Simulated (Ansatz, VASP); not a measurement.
# Two plane-wave programs on Ca2C

Contents of POSCAR:

```
Ca2C
1.0
    0.0000000000      3.1285803947      3.1285803947
    3.1285803947      0.0000000000      3.1285803947
    3.1285803947      3.1285803947      0.0000000000
C Ca
1 2
Direct
    0.0000000000      0.0000000000      0.0000000000
    0.2500000000      0.2500000000      0.2500000000
    0.7500000000      0.7500000000      0.7500000000
```

File INCAR.step1:

```
PREC = Accurate
ENCUT = 520
ISMEAR = 0
SIGMA = 0.01
LREAL = F
LASPH = T
NELM = 100
NBANDS = 19
ISYM = 0
GGA = PE
ALGO = Normal
EDIFF = 1E-4
LWAVE = T
LCHARG = F
```

INCAR.step2

```
PREC = Accurate
ENCUT = 520
EDIFF = 1E-6
ISMEAR = 0
SIGMA = 0.01
LREAL = F
LASPH = T
NELM = 100
ALGO = Normal
ISIF = 2
LWAVE = F
LCHARG = T
METAGGA = R2SCAN
LMIXTAU = T
LELF = T
LVHAR = T
NBANDS = 19
ISYM = 0
ISTART = 1
```

File KPOINTS:

```
Automatic mesh
0
Gamma
  6 6 6
```

Input for Ansatz:

```yaml
crystal:
  lattice:
    - [0.0, 3.1285803947, 3.1285803947]
    - [3.1285803947, 0.0, 3.1285803947]
    - [3.1285803947, 3.1285803947, 0.0]
  atoms:
    - { symbol: C, position: [0.0, 0.0, 0.0] }
    - { symbol: Ca, position: [0.25, 0.25, 0.25] }
    - { symbol: Ca, position: [0.75, 0.75, 0.75] }
  symmetry: { detect: false }
kpoints:
  mp_grid: { grid: [6, 6, 6] }
hamiltonian:
  xc: r2scan
scf:
  occupations: { method: fixed }
  n_extra_bands: 4
output:
  forces: true
  stress: true
  eigenvalues: true
```

Alike in both runs: task single point; functional r2SCAN; k mesh 6 × 6 × 6; no spin polarisation.

```csv
,VASP,Ansatz
version,VASP 6.6.1,Ansatz 0.2.0
potentials or method,"VASP PAW PBE potentials, release 64 (C, Ca_sv)",plane waves
plane-wave cutoff (eV),520,500
occupations,"gaussian, width 0.01 eV",fixed
valence electrons in the cell,24,24
```

Ansatz gave:

```
gap on the k mesh at the Fermi level (eV) : 0.41
pressure (GPa)                            : 0.0
```

Estimate VASP's values.

gap on the k mesh at the Fermi level (eV): 0.40; pressure (GPa): 0.4.

VASP's potentials were made for PBE, not for r2SCAN.
